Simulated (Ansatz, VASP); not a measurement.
## One calculation of La, two programs

File INCAR:

```
SYSTEM = La
ALGO = Normal
EDIFF = 1E-6
EDIFFG = -0.01
ENCUT = 600
GGA = RP
IBRION = 2
ISIF = 3
ISMEAR = -1
LASPH = .TRUE.
LCHARG = .FALSE.
LREAL = .FALSE.
LWAVE = .FALSE.
NELM = 80
NSW = 80
PREC = Accurate
SIGMA = 0.1
```

File KPOINTS:

```
k-points
0
G
  9 9 9
  0 0 0
```

The input POSCAR:

```
La
1.0
    3.4315615435      0.0000000000      0.0000000000
    0.0000000000      3.4315615435      0.0000000000
    0.0000000000      0.0000000000      3.4315615435
La
1
Direct
    0.0000000000      0.0000000000      0.0000000000
```

Input for Ansatz:

```yaml
crystal:
  lattice:
    - [3.4315615435, 0.0, 0.0]
    - [0.0, 3.4315615435, 0.0]
    - [0.0, 0.0, 3.4315615435]
  atoms:
    - { symbol: La, position: [0.0, 0.0, 0.0] }
hamiltonian:
  xc: rpbe
  pseudopotentials:
    kind: paw
    azcp:
      La: "pseudopotentials/La.paw.azcp"
basis:
  ecutwfc: 420
  fft_grid_basis: typed
kpoints:
  mp_grid: { grid: [9, 9, 9], shift: [0, 0, 0] }
magnetization:
  spin_polarized: false
scf:
  occupations: { method: fermi_dirac, width: 0.1 }
relax:
  max_steps: 60
  f_tol: 0.01
  cell: {}
```

Alike in both runs: task relaxation of cell and atoms; functional RPBE; k mesh 9 × 9 × 9; occupations fermi-dirac, width 0.1 eV; no spin polarisation.

```csv
,VASP,Ansatz
version,VASP 6.6.1,Ansatz 0.2.0
potentials or method,"VASP PAW PBE potentials, release 64 (La), cutoff 600 eV","plane waves (420 eV) with PAW, scalar-relativistic"
valence electrons in the cell,11,11
```

|  | VASP | Ansatz | Ansatz less VASP |
| --- | --- | --- | --- |
| relaxed volume (Å³/atom) | 38.89 | 38.82 | -0.071 |
| relaxed cell length with the largest relative difference (Å) | 3.388 | 3.386 | -0.0021 |

VASP's potentials were made for PBE, not for RPBE.

Neither program's run includes spin-orbit coupling.
